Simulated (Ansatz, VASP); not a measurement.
# Two plane-wave programs on Cd

File INCAR:

```
PREC = Accurate
ENCUT = 520
EDIFF = 1E-6
ISMEAR = -1
SIGMA = 0.1
LREAL = F
LASPH = T
NELM = 150
ALGO = Normal
ISIF = 2
LWAVE = F
LCHARG = F
MAGMOM = 0 0 0
LORBIT = 11
LSORBIT = T
GGA_COMPAT = F
LORBMOM = T
GGA = PE
NBANDS = 23
```

KPOINTS

```
regular mesh
0
Gamma
  11 11 11
```

The input POSCAR:

```
Cd
1.0
    2.9943899721      0.0000000000      0.0000000000
    0.0000000000      2.9943899721      0.0000000000
    0.0000000000      0.0000000000      2.9943899721
Cd
1
Direct
    0.0000000000      0.0000000000      0.0000000000
```

Input for Ansatz:

```yaml
crystal:
  lattice:
    - [2.9943899721, 0.0, 0.0]
    - [0.0, 2.9943899721, 0.0]
    - [0.0, 0.0, 2.9943899721]
  atoms:
    - { symbol: Cd, position: [0.0, 0.0, 0.0] }
hamiltonian:
  xc: pbe
  pseudopotentials:
    kind: paw_fr
    azcp:
      Cd: "pseudopotentials/Cd.paw.azcp"
basis:
  ecutwfc: 420
  fft_grid_basis: typed
kpoints:
  mp_grid: { grid: [11, 11, 11], shift: [0, 0, 0] }
magnetization:
  noncollinear: true
  spin_orbit: true
scf:
  occupations: { method: fermi_dirac, width: 0.1 }
```

Alike in both runs: task single point; functional PBE; k mesh 11 × 11 × 11; occupations fermi-dirac, width 0.1 eV; non-collinear spin, spin-orbit coupling.

|  | VASP | Ansatz |
| --- | --- | --- |
| version | VASP 6.6.1 | Ansatz 0.2.0 |
| potentials or method | VASP PAW PBE potentials, release 64 (Cd), cutoff 520 eV | plane waves (420 eV) with PAW, fully relativistic with spin-orbit coupling |
| valence electrons in the cell | 12 | 20 |

```csv
,VASP,Ansatz,Ansatz less VASP
net moment per atom (μB),0.00,0.00,0.000
```

VASP's potentials hold 12 valence electrons a cell and Ansatz's 20, so a difference there can come from the potentials and not from the codes.
